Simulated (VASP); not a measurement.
# Tl2Ga (P6/mmm) in VASP: a series of runs

Runs on Tl2Ga. Level: PBE. Tasks: relaxation of cell and atoms, single point.

Program: VASP 6.6.1. These are calculated values, not measurements. Logs are shortened: lines on timing, memory, paths and dates and some standing lists are left out, and cuts for length are marked.

## Step 1: The cell of the first run

It takes space group P6/mmm (No. 191, hexagonal). The conventional cell has a = 5.666 Å, b = 5.666 Å, c = 3.105 Å, α = 90.00°, β = 90.00°, γ = 120.00°. Tl (site symmetry -6m2) has 5 Tl at 3.11 to 3.27 Å and 6 Ga at 3.62 Å within 4.1 Å. Ga (site symmetry 6/mmm) has 2 Ga at 3.11 Å and 12 Tl at 3.62 Å within 4.1 Å.

## Step 2: Relaxation of cell and atoms, PBE

INCAR

```
SYSTEM = Tl2Ga
  ALGO = Normal
  EDIFF = 1E-6
  EDIFFG = -0.04
  ENCUT = 600
  GGA = PE
  IBRION = 2
  ISIF = 3
  ISMEAR = 0
  LASPH = .True.
  LCHARG = .False.
  LREAL = .False.
  LWAVE = .False.
  NELM = 100
  NSW = 90
  PREC = Accurate
  SIGMA = 0.1
```

KPOINTS

```
k-points
0
Gamma
  6 6 6
  0 0 0
```

POSCAR

```
Tl2Ga
1.0
    5.6656064940      0.0000000000      0.0000000000
   -2.8328032470      4.9065591516      0.0000000000
    0.0000000000      0.0000000000      3.1054089337
Tl Ga
2 1
Direct
    0.3333333333      0.6666666667      0.5000000000
    0.6666666667      0.3333333333      0.5000000000
    0.0000000000      0.0000000000      0.0000000000
```

Potentials or basis: VASP PAW PBE potentials, release 64 (Tl_d, Ga_d).

On the command line:

```
> cat potpaw_PBE.64/Tl_d/POTCAR potpaw_PBE.64/Ga_d/POTCAR > POTCAR
> mpirun -np 1 vasp_std > vasp.out
```

OUTCAR:

```text
SYSTEM = Tl2Ga
   EDIFF = 1E-6
   EDIFFG = -0.04
   ENCUT = 600
   GGA = PE
   IBRION = 2
   ISIF = 3
   ISMEAR = 0
   LASPH = .True.
   LREAL = .False.
   NELM = 100
   NSW = 90
   PREC = Accurate

 ion  position               nearest neighbor table
   1  0.333  0.667  0.500-   2 3.27   2 3.27   2 3.27
   2  0.667  0.333  0.500-   1 3.27   1 3.27   1 3.27
   3  0.000  0.000  0.000-

  LATTYP: Found a hexagonal cell.
 ALAT       =     5.6656064940
 C/A-ratio  =     0.5481158879

  Lattice vectors:

 A1 = (   5.6656064940,   0.0000000000,   0.0000000000)
 A2 = (  -2.8328032470,   4.9065591516,   0.0000000000)
 A3 = (   0.0000000000,   0.0000000000,   3.1054089337)

Analysis of symmetry for initial positions (statically):
=====================================================================
 Subroutine PRICEL returns:
 Original cell was already a primitive cell.

 Routine SETGRP: Setting up the symmetry group for a
 hexagonal supercell.

 Subroutine GETGRP returns: Found 24 space group operations
 (whereof 24 operations were pure point group operations)
 out of a pool of 24 trial point group operations.

The static configuration has the point symmetry D_6h.

Analysis of symmetry for dynamics (positions and initial velocities):
=====================================================================
 Subroutine PRICEL returns:
 Original cell was already a primitive cell.

 Routine SETGRP: Setting up the symmetry group for a
 hexagonal supercell.

 Subroutine GETGRP returns: Found 24 space group operations
 (whereof 24 operations were pure point group operations)
 out of a pool of 24 trial point group operations.

The dynamic configuration has the point symmetry D_6h.

 Subroutine INISYM returns: Found 24 space group operations
 (whereof 24 operations are pure point group operations),
 and found     1 'primitive' translations

----------------------------------------------------------------------------------------

                                     Primitive cell

  volume of cell :      86.3261

  direct lattice vectors                    reciprocal lattice vectors
     5.665606494  0.000000000  0.000000000     0.176503610  0.101904407  0.000000000
    -2.832803247  4.906559152  0.000000000     0.000000000  0.203808814  0.000000000
     0.000000000  0.000000000  3.105408934     0.000000000  0.000000000  0.322018781

  length of vectors
     5.665606494  5.665606494  3.105408934     0.203808814  0.203808814  0.322018781

  position of ions in fractional coordinates (direct lattice)
     0.333333333  0.666666667  0.500000000
     0.666666667  0.333333333  0.500000000
     0.000000000  0.000000000  0.000000000

  ion indices of the primitive-cell ions
   primitive index   ion index
                 1           1
                 2           2
                 3           3

----------------------------------------------------------------------------------------

 KPOINTS: k-points

Automatic generation of k-mesh.
 Grid dimensions read from file:
 generate k-points for:    6    6    6

 Generating k-lattice:

  Cartesian coordinates                     Fractional coordinates (reciprocal lattice)
     0.029417268  0.016984068  0.000000000     0.166666667  0.000000000  0.000000000
     0.000000000  0.033968136  0.000000000     0.000000000  0.166666667  0.000000000
     0.000000000  0.000000000  0.053669797     0.000000000  0.000000000  0.166666667

  Length of vectors
     0.033968136  0.033968136  0.053669797

  Shift w.r.t. Gamma in fractional coordinates (k-lattice)
     0.000000000  0.000000000  0.000000000

 Subroutine IBZKPT returns following result:
 ===========================================

 Found     28 irreducible k-points:

 Following reciprocal coordinates:
            Coordinates               Weight
  0.000000  0.000000  0.000000      1.000000
  0.166667  0.000000  0.000000      6.000000
  0.333333  0.000000  0.000000      6.000000
  0.500000  0.000000  0.000000      3.000000
  0.166667  0.166667  0.000000      6.000000
  0.333333  0.166667  0.000000     12.000000
[... 16 lines left out ...]
  0.166667  0.000000  0.500000      6.000000
  0.333333  0.000000  0.500000      6.000000
 [... further k-points ...]
   k-points           NKPTS =     28   k-points in BZ     NKDIM =     28   number of bands    NBANDS=     23
   number of dos      NEDOS =    301   number of ions     NIONS =      3
   total plane-waves  NPLWV =  64512
   dimension x,y,z NGX =    48 NGY =   48 NGZ =   28
   dimension x,y,z NGXF=    96 NGYF=   96 NGZF=   56
   ions per type =               2   1
   NGX,Y,Z   is equivalent  to a cutoff of  14.08, 14.08, 14.99 a.u.
   NGXF,Y,Z  is equivalent  to a cutoff of  28.17, 28.17, 29.98 a.u.
 SYSTEM =  Tl2Ga
   PREC   = accura    normal or accurate (medium, high low for compatibility)
   ISTART =      0    job   : 0-new  1-cont  2-samecut
   ICHARG =      2    charge: 1-file 2-atom 10-const
   ISPIN  =      1    spin polarized calculation?
   LNONCOLLINEAR =      F non collinear calculations
   LSORBIT =      F    spin-orbit coupling
   LASPH  =      T    aspherical Exc in radial PAW
   ENCUT  =  600.0 eV  44.10 Ry    6.64 a.u.  11.32 11.32  6.20*2*pi/ulx,y,z
   NELM   =    100;   NELMIN=  2; NELMDL= -5     # of ELM steps
   EDIFF  = 0.1E-05   stopping-criterion for ELM
   LREAL  =      F    real-space projection
   EDIFFG = -.4E-01   stopping-criterion for IOM
   NSW    =     90    number of steps for IOM
   IBRION =      2    ionic relax: 0-MD 1-quasi-New 2-CG
   NFREE  =      1    steps in history (QN), initial steepest desc. (CG)
   ISIF   =      3    stress and relaxation
   ISYM   =      2    0-nonsym 1-usesym 2-fastsym
   POTIM  = 0.5000    time-step for ionic-motion
   TEBEG  =    0.0;   TEEND  =   0.0 temperature during run
   PSTRESS=    0.0 pullay stress
   NELECT =      39.0000    total number of electrons
   NUPDOWN=      -1.0000    fix difference up-down
   EMIN   =  10.00;   EMAX   =-10.00  energy-range for DOS
   EFERMI =   0.00;   METHOD = LEGACY
   ISMEAR =     0;   SIGMA  =   0.10  broadening in eV -4-tet -1-fermi 0-gaus
   EFERMI_NEDOS =   21; number of points for ismear=-14 and -15
   IALGO  =     38    algorithm
   IMIX   =      4    mixing-type and parameters
     AMIX     =   0.40;   BMIX     =  1.00
     AMIX_MAG =   1.60;   BMIX_MAG =  1.00
  volume/ion in A,a.u.               =      28.78       194.19
  Fermi-wavevector in a.u.,A,eV,Ry     =   1.256172  2.373820 21.469544  1.577967
  Thomas-Fermi vector in A             =   2.389893
   LORBIT       =      0    0 simple, 1 ext, 2 COOP (PROOUT), +10 PAW based schemes
   GGA     = PE    functional components
   LHFCALC =     F    Hartree Fock is set to
   AEXX    =    0.0000 exact exchange contribution
   IVDW    =     0    specifies the selected vdW correction
   LEPSILON=     F    determine dielectric tensor
   LRPA    =     F    only Hartree local field effects (RPA)
 conjugate gradient relaxation of ions
 non-spin polarized calculation
 Gauss-broadening in eV      SIGMA  =   0.10
  energy-cutoff  :      600.00
  volume of cell :       86.33
 maximum number of plane-waves:      2904
 NGX is ok and might be reduce to    48
   NGX = 23   NGY = 23   NGZ = 13

--------------------------------------- Ionic step        1  -------------------------------------------

 number of electron      39.0000004 magnetization

 Free energy of the ion-electron system (eV)
  ---------------------------------------------------
  ext. energy  EPLUGINS =         0.00000000
  ---------------------------------------------------
  free energy    TOTEN  =        -6.93139256 eV

  energy without entropy =       -6.92451413  energy(sigma->0) =       -6.92795335

------------------------ aborting loop because EDIFF is reached ----------------------------------------

  FORCE on cell =-STRESS in cart. coord.  units (eV):
  Direction    XX          YY          ZZ          XY          YZ          ZX
  --------------------------------------------------------------------------------------
  -------------------------------------------------------------------------------------
  Total       -0.9821889     -0.9821889      1.5807516      0.0000000      0.0000000      0.0000000
  in kB      -18.2290223    -18.2290223     29.3380992      0.0000000      0.0000000      0.0000000
  external PRESSURE =      -2.3733151 kB  Pullay stress =       0.0000000 kB

 VOLUME and BASIS-vectors are now :
 -----------------------------------------------------------------------------
  energy-cutoff  :      600.00
  volume of cell :       86.33
      direct lattice vectors                 reciprocal lattice vectors
     5.665606494  0.000000000  0.000000000     0.176503610  0.101904407  0.000000000
    -2.832803247  4.906559152  0.000000000     0.000000000  0.203808814  0.000000000
     0.000000000  0.000000000  3.105408934     0.000000000  0.000000000  0.322018781
[... 75 lines left out ...]
 POSITION                                       TOTAL-FORCE (eV/Angst)
 -----------------------------------------------------------------------------------
     -0.00000      3.19169      1.61333         0.000000     -0.000000     -0.000000
      2.76408      1.59584      1.61333        -0.000000      0.000000      0.000000
      0.00000      0.00000      0.00000        -0.000000      0.000000     -0.000000
 -----------------------------------------------------------------------------------
    total drift:                               -0.000000      0.000000     -0.000000

  FREE ENERGIE OF THE ION-ELECTRON SYSTEM (eV)
  ---------------------------------------------------
  free  energy   TOTEN  =        -6.9913176546 eV

  energy  without entropy=       -6.9829379651  energy(sigma->0) =       -6.98712781

--------------------------------------- Ionic step        4  -------------------------------------------

 number of electron      38.9999995 magnetization

 Free energy of the ion-electron system (eV)
  ---------------------------------------------------
  ext. energy  EPLUGINS =         0.00000000
  ---------------------------------------------------
  free energy    TOTEN  =        -6.99250420 eV

  energy without entropy =       -6.98387597  energy(sigma->0) =       -6.98819009

 E-fermi :   5.3102     XC(G=0):  -9.8536

 val. band max:        5.2985595034   @ k =   0.5000   0.0000   0.5000
 cond. band min:       5.3139037611   @ k =   0.1667   0.0000   0.3333
 fundamental gap:      0.0153442576
 Fermi energy:         5.3101523992

 k-point     1 :       0.0000    0.0000    0.0000
  band No.  band energies     occupation
      1      -9.5574      2.00000
      2      -9.5283      2.00000
      3      -9.5283      2.00000
      4      -9.4823      2.00000
      5      -9.4823      2.00000
      6      -6.7533      2.00000
[... 15 lines left out ...]
     22       4.8164      2.00000
     23      10.5833      0.00000
[... 575 lines left out ...]
      1      -9.5304      2.00000
      2      -9.5289      2.00000
      3      -9.5225      2.00000
      4      -9.5225      2.00000
      5      -9.4457      2.00000
      6      -6.5025      2.00000
[... 15 lines left out ...]
     22       6.0884      0.00000
     23       7.4484      0.00000

 [... further k-points ...]

------------------------ aborting loop because EDIFF is reached ----------------------------------------

  FORCE on cell =-STRESS in cart. coord.  units (eV):
  Direction    XX          YY          ZZ          XY          YZ          ZX
  --------------------------------------------------------------------------------------
  -------------------------------------------------------------------------------------
  Total       -0.1101805     -0.1101805     -0.0339500      0.0000000      0.0000000     -0.0000000
  in kB       -2.0706755     -2.0706755     -0.6380381      0.0000000      0.0000000     -0.0000000
  external PRESSURE =      -1.5931297 kB  Pullay stress =       0.0000000 kB

 VOLUME and BASIS-vectors are now :
 -----------------------------------------------------------------------------
  energy-cutoff  :      600.00
  volume of cell :       85.25
      direct lattice vectors                 reciprocal lattice vectors
     5.509137194  0.000000000  0.000000000     0.181516627  0.104798673  0.000000000
    -2.754568597  4.771052763  0.000000000     0.000000000  0.209597347  0.000000000
     0.000000000  0.000000000  3.243437866     0.000000000  0.000000000  0.308314832

 POSITION                                       TOTAL-FORCE (eV/Angst)
 -----------------------------------------------------------------------------------
     -0.00000      3.18070      1.62172        -0.000000      0.000000      0.000000
      2.75457      1.59035      1.62172         0.000000     -0.000000     -0.000000
      0.00000      0.00000      0.00000        -0.000000      0.000000     -0.000000
 -----------------------------------------------------------------------------------
    total drift:                               -0.000000      0.000000     -0.000000

  FREE ENERGIE OF THE ION-ELECTRON SYSTEM (eV)
  ---------------------------------------------------
  free  energy   TOTEN  =        -6.9925042036 eV

  energy  without entropy=       -6.9838759729  energy(sigma->0) =       -6.98819009

 reached required accuracy - stopping structural energy minimisation
```

Wall time 78 s (1 thread of Intel Xeon 6975P-C (Granite Rapids), shared host); peak memory 0.29 GiB.

Results:

* Free energy: -6.9925 eV
* Relaxed volume: 28.42 Å³/atom
* Relaxed cell: a = 5.509 Å, b = 5.509 Å, c = 3.243 Å, α = 90.00°, β = 90.00°, γ = 120.00°
* Space group after relaxing (to 0.1 Å): P6/mmm (No. 191)
* Energy gained by relaxing: 20.4 meV/atom
* Ionic steps: 4
* Pressure after relaxing: -0.2 GPa
* Band gap on the k mesh: zero (an odd number of electrons rules out a gap without spin polarisation)

Step by step:
```tsv
step	energy change (eV)	largest force (eV/Å)	pressure (GPa)	volume (Å³)
1	0.0000	0.0000	-0.24	86.33
2	-0.0508	0.0000	-0.32	85.75
3	-0.0599	0.0000	-0.20	85.40
4	-0.0611	0.0000	-0.16	85.25
```

Final structure:
```
Tl Ga
1.0
     5.50914    0.00000    0.00000
    -2.75457    4.77105    0.00000
     0.00000    0.00000    3.24344
Tl Ga
2 1
Direct
  0.33333 0.66667 0.50000
  0.66667 0.33333 0.50000
  0.00000 0.00000 0.00000
```

Caveat: spin-orbit coupling is left out, which moves the levels of the heavy elements.

## Step 3: Single point, PBE

This run uses another cell than the first one, of 28.45 Å³/atom.

INCAR

```
SYSTEM = Tl2Ga
ALGO = Fast
EDIFF = 1E-6
ENCUT = 520
GGA = PE
ISIF = 2
ISMEAR = 0
LASPH = .True.
LCHARG = .True.
LELF = .True.
LREAL = .False.
LVHAR = .True.
LWAVE = .False.
NBANDS = 26
NELM = 100
PREC = Accurate
SIGMA = 0.1
```

KPOINTS

```
k-points
0
Gamma
  12 12 14
  0 0 0
```

POSCAR

```
Tl2Ga
1.0
    5.5669800799      0.0000000000      0.0000000000
   -2.7834900399      4.8211461715      0.0000000000
    0.0000000000      0.0000000000      3.1802684972
Tl Ga
2 1
Direct
    0.3333333333      0.6666666667      0.5000000000
    0.6666666667      0.3333333333      0.5000000000
    0.0000000000      0.0000000000      0.0000000000
```

Potentials or basis: VASP PAW PBE potentials, release 64 (Tl_d, Ga_d).

On the command line:

```
> cat potpaw_PBE.64/Tl_d/POTCAR potpaw_PBE.64/Ga_d/POTCAR > POTCAR
> mpirun -np 1 vasp_std > vasp.out
```

Wall time 1.8 min (1 thread of Intel Xeon 6975P-C (Granite Rapids), shared host); peak memory 0.43 GiB.

The run converged. Its results:

| Property | Result |
| --- | --- |
| Free energy | -6.9529 eV |
| Pressure | 0.0 GPa |
| Band gap on the k mesh | zero (an odd number of electrons rules out a gap without spin polarisation) |

Levels at points of the mesh, in eV from the Fermi level:
| k point | band 16 | band 17 | band 18 | band 19 | band 20 | band 21 | band 22 | band 23 |
| --- | --- | --- | --- | --- | --- | --- | --- | --- |
| (0.00, 0.00, 0.00) | -9.67 | -4.47 | -4.44 | -0.79 | -0.79 | -0.58 | -0.58 | 5.84 |
| (0.50, 0.00, 0.00) | -8.10 | -7.65 | -5.14 | -2.73 | 2.32 | 2.46 | 4.36 | 4.54 |
| (0.00, 0.00, 0.50) | -6.08 | -4.85 | -1.52 | -0.13 | 0.36 | 1.27 | 1.93 | 1.93 |
| (0.50, 0.00, 0.50) | -4.94 | -4.12 | -3.81 | -2.14 | -0.81 | -0.07 | 0.71 | 2.17 |

Caveat: spin-orbit coupling is left out, which moves the levels of the heavy elements.
